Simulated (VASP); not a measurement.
A run of VASP 6.6.1:

The input POSCAR:

```
Ta
1.0
   -1.6524577647      1.6524577647      1.6524577647
    1.6524577647     -1.6524577647      1.6524577647
    1.6524577647      1.6524577647     -1.6524577647
Ta
1
Direct
    0.0000000000      0.0000000000      0.0000000000
```

File INCAR.step1:

```
SYSTEM = Ta
PREC = Accurate ; ENCUT = 600
ISMEAR = -1 ; SIGMA = 0.15
LREAL = .FALSE. ; LASPH = .TRUE.
NELM = 60 ; GGA = PE
ALGO = Normal ; EDIFF = 1E-4
LWAVE = .TRUE. ; LCHARG = .FALSE.
```

INCAR.step2

```
SYSTEM = Ta
PREC = Accurate ; ENCUT = 600
EDIFF = 1E-6 ; ISMEAR = -1
SIGMA = 0.15 ; LREAL = .FALSE.
LASPH = .TRUE. ; NELM = 60
ALGO = Normal ; ISIF = 3
LWAVE = .FALSE. ; LCHARG = .FALSE.
METAGGA = R2SCAN ; LMIXTAU = .TRUE.
IBRION = 2 ; NSW = 80
EDIFFG = -0.001 ; ISTART = 1
```

File KPOINTS:

```
Automatic mesh
0
G
  18 18 18
  0 0 0
```

Potentials or basis: VASP PAW PBE potentials, release 64 (Ta_pv).

Run with:

```bash
$ cat potpaw_PBE.64/Ta_pv/POTCAR > POTCAR
$ cp INCAR.step1 INCAR
$ mpirun -np 1 vasp_std > vasp.out
$ cp INCAR.step2 INCAR
$ mpirun -np 1 vasp_std > vasp.out
```

Hardware: 1 thread of Intel(R) Xeon(R) 6975P-C (Granite Rapids), on a shared host.

**Question.** How long does it take, and how much memory?

**Answer.** Run time: 84 s on 1 thread of Intel(R) Xeon(R) 6975P-C (Granite Rapids), on a shared host, peak memory 0.18 GiB. Counts: k points 195, ion steps 3.
